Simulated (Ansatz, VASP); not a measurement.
**One calculation of PtSe2, two programs**

The input INCAR:

```
  ALGO = Normal
  EDIFF = 1E-6
  ENCUT = 520
  GGA = PS
  ISIF = 2
  ISMEAR = 0
  ISPIN = 2
  LASPH = T
  LCHARG = T
  LDAU = T
  LDAUJ = 0 0
  LDAUL = 2 -1
  LDAUPRINT = 1
  LDAUTYPE = 2
  LDAUU = 6 0
  LELF = T
  LMAXMIX = 4
  LORBIT = 11
  LREAL = F
  LVHAR = T
  LWAVE = F
  MAGMOM = 0.5 0 0
  NELM = 60
  PREC = Accurate
  SIGMA = 0.05
```

KPOINTS

```
k-points
0
Gamma
  6 6 4
```

The input POSCAR:

```
PtSe2
1.0
    3.2802082100     -2.0108328800      0.0000000000
    3.2802082100      2.0108328800      0.0000000000
   -0.0032294100      0.0000000000      4.6257814300
Pt Se
1 2
Direct
    0.0000000000      0.0000000000      0.0000000000
    0.6879000000      0.6879000000      0.2889000000
    0.3121000000      0.3121000000      0.7111000000
```

File input.yaml:

```yaml
crystal:
  lattice:
    - [3.28020821, -2.01083288, 0.0]
    - [3.28020821, 2.01083288, 0.0]
    - [-0.00322941, 0.0, 4.62578143]
  atoms:
    - { symbol: Pt, position: [0.0, 0.0, 0.0], spin: 0.5 }
    - { symbol: Se, position: [0.6879, 0.6879, 0.2889] }
    - { symbol: Se, position: [0.3121, 0.3121, 0.7111] }
hamiltonian:
  xc: pbesol
  pseudopotentials: { kind: paw }
  hubbard: { sites: [{ species: Pt, l: d, u_eff: 6.0 }] }
magnetization:
  spin_polarized: true
kpoints:
  mp_grid: { grid: [6, 6, 4] }
scf:
  occupations: { method: gaussian, width: 0.05 }
output:
  forces: true
  stress: true
  eigenvalues: true
```

Alike in both runs: task single point; functional PBEsol; k mesh 6 × 6 × 4; occupations gaussian, width 0.05 eV; collinear spin, ferromagnetic start; Hubbard terms Pt d U = 6 eV.

|  | VASP | Ansatz |
| --- | --- | --- |
| version | VASP 6.6.1 | Ansatz 0.2.0 |
| potentials or method | VASP PAW PBE potentials, release 64 (Pt, Se) | Ansatz PAW |
| plane-wave cutoff (eV) | 520 | 420 |
| valence electrons in the cell | 22 | 50 |

```csv
,VASP,Ansatz,Ansatz less VASP
gap on the k mesh at the Fermi level (eV),none,none,-
pressure (GPa),-10.0,-6.6,+3.41
"traceless stress, the component that is largest in VASP (GPa)",-5.86,-6.29,-0.430
rms of the force components (eV/Å),0.491,0.358,-0.1328
net moment per atom (μB),0.00,0.00,0.000
```

VASP's potentials were made for PBE, not for PBEsol. The programs project onto different local orbitals, so the same U acts differently, and such runs can settle in different states. Atom by atom the forces differ by 0.208 eV/Å (rms over components). A gap of «none» marks a metal or a gap that the smearing closes. VASP's potentials hold 22 valence electrons a cell and Ansatz's 50, so a difference there can come from the potentials and not from the codes.

Neither program's run includes spin-orbit coupling. Noted on Ansatz's run: the magnetic or orbital state may not be the lowest.
